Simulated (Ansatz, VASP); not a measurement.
One calculation of RbAgBr2, two programs

INCAR

```
SYSTEM = RbAgBr2
  PREC = Accurate
  ENCUT = 520
  EDIFF = 1E-6
  ISMEAR = 0
  SIGMA = 0.01
  LREAL = .False.
  LASPH = .True.
  NELM = 60
  ALGO = Normal
  ISIF = 2
  LWAVE = .False.
  LCHARG = .False.
  GGA = PE
  NBANDS = 25
```

File KPOINTS:

```
Automatic mesh
0
Gamma
  4 4 4
  0 0 0
```

Contents of POSCAR:

```
RbAgBr2
1.0
    4.5179929797      0.0000000000      0.0000000000
    0.0000000000      4.5179929797      0.0000000000
    0.0000000000      0.0000000000      6.3563246931
Rb Br Ag
1 2 1
Direct
    0.0000000000      0.0000000000      0.0000000000
    0.0000000000      0.0000000000      0.5000000000
    0.5000000000      0.5000000000      0.0000000000
    0.5000000000      0.5000000000      0.5000000000
```

Input for Ansatz:

```yaml
crystal:
  lattice:
    - [4.5179929797, 0.0, 0.0]
    - [0.0, 4.5179929797, 0.0]
    - [0.0, 0.0, 6.3563246931]
  atoms:
    - { symbol: Rb, position: [0.0, 0.0, 0.0] }
    - { symbol: Br, position: [0.0, 0.0, 0.5] }
    - { symbol: Ag, position: [0.5, 0.5, 0.5] }
    - { symbol: Br, position: [0.5, 0.5, 0.0] }
kpoints:
  mp_grid: { grid: [4, 4, 4] }
hamiltonian:
  xc: pbe
scf:
  occupations: { method: fixed }
  n_extra_bands: 5
output:
  forces: true
  stress: true
  eigenvalues: true
```

Alike in both runs: task single point; functional PBE; k mesh 4 × 4 × 4; no spin polarisation.

|  | VASP | Ansatz |
| --- | --- | --- |
| version | VASP 6.6.1 | Ansatz 0.2.0 |
| potentials or method | VASP PAW PBE potentials, release 64 (Rb_sv, Br, Ag) | plane waves, PAW |
| plane-wave cutoff (eV) | 520 | 420 |
| occupations | gaussian, width 0.01 eV | fixed |
| valence electrons in the cell | 34 | 42 |

|  | VASP | Ansatz | Ansatz less VASP |
| --- | --- | --- | --- |
| gap on the k mesh at the Fermi level (eV) | 1.18 | 1.19 | +0.002 |
| pressure (GPa) | 0.9 | 0.8 | -0.03 |

VASP's potentials hold 34 valence electrons a cell and Ansatz's 42, so a difference there can come from the potentials and not from the codes.
